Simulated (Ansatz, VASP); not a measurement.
# Mg2Si3N: VASP beside Ansatz

File INCAR:

```
PREC = Accurate
ENCUT = 600
EDIFF = 1E-7
ISMEAR = 0
SIGMA = 0.1
LREAL = F
LASPH = T
NELM = 80
ALGO = Normal
ISIF = 3
LWAVE = F
LCHARG = F
GGA = PE
IBRION = 2
NSW = 90
EDIFFG = -0.04
```

Contents of KPOINTS:

```
Automatic mesh
0
Gamma
  4 4 4
```

POSCAR

```
Mg2Si3N
1.0
    2.4548696900     -4.4180069900      0.0000000000
    2.4548696900      4.4180069900      0.0000000000
    0.0000000000      0.0000000000      4.0517806500
Mg Si N
2 3 1
Direct
    0.5000000000      0.0000000000      0.5000000000
    0.0000000000      0.5000000000      0.5000000000
    0.6779564000      0.3220436000      0.0000000000
    0.3220436000      0.6779564000      0.0000000000
    0.5000000000      0.5000000000      0.5000000000
    0.0000000000      0.0000000000      0.0000000000
```

Input for Ansatz:

```yaml
crystal:
  lattice:
    - [2.45486969, -4.41800699, 0.0]
    - [2.45486969, 4.41800699, 0.0]
    - [0.0, 0.0, 4.05178065]
  atoms:
    - { symbol: Mg, position: [0.5, 0.0, 0.5] }
    - { symbol: Mg, position: [0.0, 0.5, 0.5] }
    - { symbol: Si, position: [0.6779564, 0.3220436, 0.0] }
    - { symbol: Si, position: [0.3220436, 0.6779564, 0.0] }
    - { symbol: Si, position: [0.5, 0.5, 0.5] }
    - { symbol: "N", position: [0.0, 0.0, 0.0] }
basis:
  ecutwfc: 420
kpoints:
  mp_grid: { grid: [4, 4, 4] }
hamiltonian:
  xc: pbe
scf:
  occupations: { method: gaussian, width: 0.1 }
  lower_state_search: "off"
output:
  forces: true
  stress: true
  eigenvalues: true
relax:
  adjacent_minimum: "off"
  f_tol: 0.04
  max_steps: 70
  cell: { stress_tol: 0.4 }
```

Change from the starting cell: species swapped into the LaAl2Ag3 type (Cmmm, No. 65).

Alike in both runs: task relaxation of cell and atoms; functional PBE; k mesh 4 × 4 × 4; occupations gaussian, width 0.1 eV; no spin polarisation.

|  | VASP | Ansatz |
| --- | --- | --- |
| version | VASP 6.6.1 | Ansatz 0.2.0 |
| potentials or method | VASP PAW PBE potentials, release 64 (Mg, Si, N), cutoff 600 eV | scalar-relativistic, plane waves, PAW |
| valence electrons in the cell | 21 | 37 |

|  | VASP | Ansatz | Ansatz less VASP |
| --- | --- | --- | --- |
| gap on the k mesh at the Fermi level, each at its own relaxed structure (eV) | none | none | - |
| relaxed volume (Å³/atom) | 17.72 | 18.77 | +1.046 |
| relaxed cell length with the largest relative difference (Å) | 5.218 | 5.703 | +0.4847 |

A gap of «none» marks a metal or a gap that the smearing closes. One of these differences is far larger than is usual between the two programs; its cause wasn't traced. VASP's potentials hold 21 valence electrons a cell and Ansatz's 37, so a difference there can come from the potentials and not from the codes.

The k mesh is coarse, so the values compare programs but aren't converged. Noted on VASP's run: the volume moved by over 15 % at a fixed basis, so the end points are rough.
